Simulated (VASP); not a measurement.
# La (I4_1/amd) in VASP: a series of runs, part 2 of 3

VASP 6.6.1. Earlier steps stand in the parts before.

### 3 Relaxation of cell and atoms, PBE, target pressure 65 GPa, at which the enthalpy is minimised

This run uses another cell than the first one, of 19.12 Å³/atom.

The input, INCAR:

```
SYSTEM = La
PREC = Accurate
ENCUT = 600
EDIFF = 1E-7
ISMEAR = -1
SIGMA = 0.05
LREAL = .FALSE.
LASPH = .TRUE.
NELM = 60
ALGO = Normal
ISIF = 3
LWAVE = .FALSE.
LCHARG = .FALSE.
GGA = PE
IBRION = 2
NSW = 32
EDIFFG = -0.005
PSTRESS = 650.0
```

The input, KPOINTS:

```
Automatic mesh
0
G
  15 15 15
  0 0 0
```

The input, POSCAR:

```
La
1.0
   -2.5577196960      2.5577196960      1.4614678724
    2.5577196960     -2.5577196960      1.4614678724
    2.5577196960      2.5577196960     -1.4614678724
La
2
Direct
   -0.3750000000     -0.1250000000     -0.2500000000
    0.3750000000      0.1250000000      0.2500000000
```

Potentials or basis: VASP PAW PBE potentials, release 64 (La).

Launch:

```sh
cat potpaw_PBE.64/La/POTCAR > POTCAR
mpirun -np 1 vasp_std > vasp.out
```

OUTCAR:

```text
SYSTEM = La
   PREC = Accurate
   ENCUT = 600
   EDIFF = 1E-7
   ISMEAR = -1
   LREAL = .FALSE.
   LASPH = .TRUE.
   NELM = 60
   ISIF = 3
   GGA = PE
   IBRION = 2
   NSW = 32
   EDIFFG = -0.005
   PSTRESS = 650.0

 ion  position               nearest neighbor table
   1  0.625  0.875  0.750-   2 2.66   2 2.66   2 2.66   2 2.66   2 3.37   2 3.37   2 3.37   2 3.37

   2  0.375  0.125  0.250-   1 2.66   1 2.66   1 2.66   1 2.66   1 3.37   1 3.37   1 3.37   1 3.37

  LATTYP: Found a body centered tetragonal cell.
 ALAT       =     5.1154393920
 C/A-ratio  =     0.5713948541

  Lattice vectors:

 A1 = (  -2.5577196960,   2.5577196960,   1.4614678724)
 A2 = (   2.5577196960,  -2.5577196960,   1.4614678724)
 A3 = (   2.5577196960,   2.5577196960,  -1.4614678724)

Analysis of symmetry for initial positions (statically):
=====================================================================
 Subroutine PRICEL returns:
 Original cell was already a primitive cell.

 Routine SETGRP: Setting up the symmetry group for a
 body centered tetragonal supercell.

 Subroutine GETGRP returns: Found 16 space group operations
 (whereof  4 operations were pure point group operations)
 out of a pool of 16 trial point group operations.

The static configuration has the point symmetry C_2h.
 The point group associated with its full space group is D_4h.

Analysis of symmetry for dynamics (positions and initial velocities):
=====================================================================
 Subroutine PRICEL returns:
 Original cell was already a primitive cell.

 Routine SETGRP: Setting up the symmetry group for a
 body centered tetragonal supercell.

 Subroutine GETGRP returns: Found 16 space group operations
 (whereof  4 operations were pure point group operations)
 out of a pool of 16 trial point group operations.

The dynamic configuration has the point symmetry C_2h.
 The point group associated with its full space group is D_4h.

 Subroutine INISYM returns: Found 16 space group operations
 (whereof  4 operations are pure point group operations),
 and found     1 'primitive' translations

----------------------------------------------------------------------------------------

                                     Primitive cell

  volume of cell :      38.2433

  direct lattice vectors                    reciprocal lattice vectors
    -2.557719696  2.557719696  1.461467872     0.000000000  0.195486628  0.342121787
     2.557719696 -2.557719696  1.461467872     0.195486628  0.000000000  0.342121787
     2.557719696  2.557719696 -1.461467872     0.195486628  0.195486628  0.000000000

  length of vectors
     3.901249598  3.901249598  3.901249598     0.394033424  0.394033424  0.276459841

  position of ions in fractional coordinates (direct lattice)
     0.625000000  0.875000000  0.750000000
     0.375000000  0.125000000  0.250000000

  ion indices of the primitive-cell ions
   primitive index   ion index
                 1           1
                 2           2

----------------------------------------------------------------------------------------
[... 58 lines left out ...]
   NGX,Y,Z   is equivalent  to a cutoff of  13.64, 13.64, 13.64 a.u.
   NGXF,Y,Z  is equivalent  to a cutoff of  27.27, 27.27, 27.27 a.u.
 SYSTEM =  La
   PREC   = accura    normal or accurate (medium, high low for compatibility)
   ISTART =      0    job   : 0-new  1-cont  2-samecut
   ICHARG =      2    charge: 1-file 2-atom 10-const
   ISPIN  =      1    spin polarized calculation?
   LNONCOLLINEAR =      F non collinear calculations
   LSORBIT =      F    spin-orbit coupling
   LASPH  =      T    aspherical Exc in radial PAW
   ENCUT  =  600.0 eV  44.10 Ry    6.64 a.u.   7.79  7.79  7.79*2*pi/ulx,y,z
   NELM   =     60;   NELMIN=  2; NELMDL= -5     # of ELM steps
   EDIFF  = 0.1E-06   stopping-criterion for ELM
   LREAL  =      F    real-space projection
   EDIFFG = -.5E-02   stopping-criterion for IOM
   NSW    =     32    number of steps for IOM
   IBRION =      2    ionic relax: 0-MD 1-quasi-New 2-CG
   NFREE  =      1    steps in history (QN), initial steepest desc. (CG)
   ISIF   =      3    stress and relaxation
   ISYM   =      2    0-nonsym 1-usesym 2-fastsym
   POTIM  = 0.5000    time-step for ionic-motion
   TEBEG  =    0.0;   TEEND  =   0.0 temperature during run
   PSTRESS=  650.0 pullay stress
   NELECT =      22.0000    total number of electrons
   NUPDOWN=      -1.0000    fix difference up-down
   EMIN   =  10.00;   EMAX   =-10.00  energy-range for DOS
   EFERMI =   0.00;   METHOD = LEGACY
   ISMEAR =    -1;   SIGMA  =   0.05  broadening in eV -4-tet -1-fermi 0-gaus
   EFERMI_NEDOS =   21; number of points for ismear=-14 and -15
   IALGO  =     38    algorithm
   IMIX   =      4    mixing-type and parameters
     AMIX     =   0.40;   BMIX     =  1.00
     AMIX_MAG =   1.60;   BMIX_MAG =  1.00
  volume/ion in A,a.u.               =      19.12       129.04
  Fermi-wavevector in a.u.,A,eV,Ry     =   1.361541  2.572939 25.222391  1.853793
  Thomas-Fermi vector in A             =   2.488108
   LORBIT       =      0    0 simple, 1 ext, 2 COOP (PROOUT), +10 PAW based schemes
   GGA     = PE    functional components
   LHFCALC =     F    Hartree Fock is set to
   AEXX    =    0.0000 exact exchange contribution
   IVDW    =     0    specifies the selected vdW correction
   LEPSILON=     F    determine dielectric tensor
   LRPA    =     F    only Hartree local field effects (RPA)
 conjugate gradient relaxation of ions
 non-spin polarized calculation
  energy-cutoff  :      600.00
  volume of cell :       38.24
 maximum number of plane-waves:      1293
   NGX = 15   NGY = 15   NGZ = 15

--------------------------------------- Ionic step        1  -------------------------------------------

 number of electron      21.9999999 magnetization

 Free energy of the ion-electron system (eV)
  ---------------------------------------------------
  ext. energy  EPLUGINS =         0.00000000
  ---------------------------------------------------
  free energy    TOTEN  =        -5.58990461 eV

  energy without entropy =       -5.57451165  energy(sigma->0) =       -5.58220813

------------------------ aborting loop because EDIFF is reached ----------------------------------------

  FORCE on cell =-STRESS in cart. coord.  units (eV):
  Direction    XX          YY          ZZ          XY          YZ          ZX
  --------------------------------------------------------------------------------------
  -------------------------------------------------------------------------------------
  Total       15.4367933     15.4367933     15.5624803     -0.0000000      0.0000000      0.0000000
  in kB      646.7143722    646.7143722    651.9799454     -0.0000000      0.0000000      0.0000000
  external PRESSURE =      -1.5304367 kB  Pullay stress =     650.0000000 kB
[... 139 lines left out ...]
--------------------------------------- Ionic step        5  -------------------------------------------

 number of electron      21.9999999 magnetization

 Free energy of the ion-electron system (eV)
  ---------------------------------------------------
  ext. energy  EPLUGINS =         0.00000000
  ---------------------------------------------------
  free energy    TOTEN  =        -5.58660442 eV

  energy without entropy =       -5.57120741  energy(sigma->0) =       -5.57890592

 E-fermi :  16.2591     XC(G=0): -12.5741

 val. band max:       16.2429228489   @ k =  -0.2000   0.4000   0.1333
 cond. band min:      16.2601356366   @ k =  -0.3333  -0.3333   0.3333
 fundamental gap:      0.0172127877
 Fermi energy:        16.2591263295

 k-point     1 :       0.0000    0.0000    0.0000
  band No.  band energies     occupation
      1     -17.9072      2.00000
      2     -14.1657      2.00000
      3      -2.7806      2.00000
      4      -2.7806      2.00000
      5       2.4973      2.00000
      6       2.6311      2.00000
      7       3.3569      2.00000
      8       3.3569      2.00000
      9      10.7374      2.00000
     10      15.0429      2.00000
     11      15.1070      2.00000
     12      15.4208      2.00000
     13      16.7493      0.00011
     14      17.3931      0.00000
[... 401 lines left out ...]
      2     -14.2177      2.00000
      3      -2.4924      2.00000
      4      -2.0509      2.00000
      5      -0.9904      2.00000
      6      -0.6727      2.00000
      7       2.7671      2.00000
      8       3.0327      2.00000
      9      12.4093      2.00000
     10      13.5619      2.00000
     11      14.0893      2.00000
     12      17.0719      0.00000
     13      17.8853      0.00000
     14      18.5658      0.00000
     15      19.0320      0.00000

 [... further k-points ...]

------------------------ aborting loop because EDIFF is reached ----------------------------------------

  FORCE on cell =-STRESS in cart. coord.  units (eV):
  Direction    XX          YY          ZZ          XY          YZ          ZX
  --------------------------------------------------------------------------------------
  -------------------------------------------------------------------------------------
  Total       15.5132305     15.5132305     15.5128983      0.0000000     -0.0000000      0.0000000
  in kB      650.0579976    650.0579976    650.0440782      0.0000000     -0.0000000      0.0000000
  external PRESSURE =       0.0533578 kB  Pullay stress =     650.0000000 kB
[... 21 lines left out ...]
  energy  without entropy=       -5.5712074148  energy(sigma->0) =       -5.57890592

  enthalpy is  TOTEN    =         9.9252420101 eV   P V=       15.5118464321

 reached required accuracy - stopping structural energy minimisation
```

OSZICAR:

```text
N       E                     dE             d eps       ncg     rms          rms(c)
DAV:   1     0.235375484299E+03    0.23538E+03   -0.85188E+03  8864   0.256E+03
DAV:   2     0.338152167241E+02   -0.20156E+03   -0.19943E+03 13387   0.416E+02
DAV:   3    -0.166138268084E+01   -0.35477E+02   -0.34597E+02 15385   0.188E+02
[... 43 lines left out ...]
DAV:   3    -0.558660319965E+01    0.27848E-04   -0.14278E-04 16902   0.162E-01    0.837E-03
DAV:   4    -0.558660379245E+01   -0.59280E-06   -0.83108E-06 13598   0.335E-02    0.333E-03
DAV:   5    -0.558660417172E+01   -0.37926E-06   -0.15483E-06 15688   0.149E-02    0.175E-03
DAV:   6    -0.558660435785E+01   -0.18613E-06   -0.23975E-07 10517   0.861E-03    0.415E-04
DAV:   7    -0.558660442195E+01   -0.64103E-07   -0.43216E-08  7981   0.484E-03
   5 F= 0.99252420E+01 E0= 0.99329405E+01  d E =-.188666E-04
```

Wall time 4.7 min (1 thread of Intel Xeon 6975P-C (Granite Rapids), shared host); peak memory 0.37 GiB.

What came out:

```
Free energy                                                : -5.5866 eV
Relaxed volume                                             : 19.12 Å³/atom
Relaxed cell                                               : a = 3.900 Å, b = 3.900 Å, c = 3.900 Å, α = 98.09°, β = 98.09°, γ = 135.93°
Space group after relaxing (to 0.1 Å)                      : I4_1/amd (No. 141)
Energy change on relaxing (the run minimises the enthalpy) : +1.7 meV/atom
Ionic steps                                                : 5
Pressure after relaxing                                    : 65.0 GPa
Band gap on the k mesh                                     : zero (bands 11 and 12 overlap by 2.80 eV)
```

Step by step:
| step | energy change (eV) | largest force (eV/Å) | pressure (GPa) | volume (Å³) |
| --- | --- | --- | --- | --- |
| 1 | 0.0000 | 0.0000 | 64.85 | 38.24 |
| 2 | 0.0413 | 0.0000 | 65.79 | 38.14 |
| 3 | 0.0125 | 0.0000 | 65.13 | 38.21 |
| 4 | -0.0080 | 0.0000 | 64.85 | 38.26 |
| 5 | 0.0033 | 0.0000 | 65.01 | 38.23 |

Final structure:
```
La
1.0
    -2.55613    2.55613    1.46297
     2.55613   -2.55613    1.46297
     2.55613    2.55613   -1.46297
La
2
Direct
  0.62500 0.87500 0.75000
  0.37500 0.12500 0.25000
```

Caveat: the cell is relaxed towards a set pressure, so the run minimises the enthalpy, not the energy; spin-orbit coupling is left out, which moves the levels of the heavy elements.

[end of part 2 of 3]
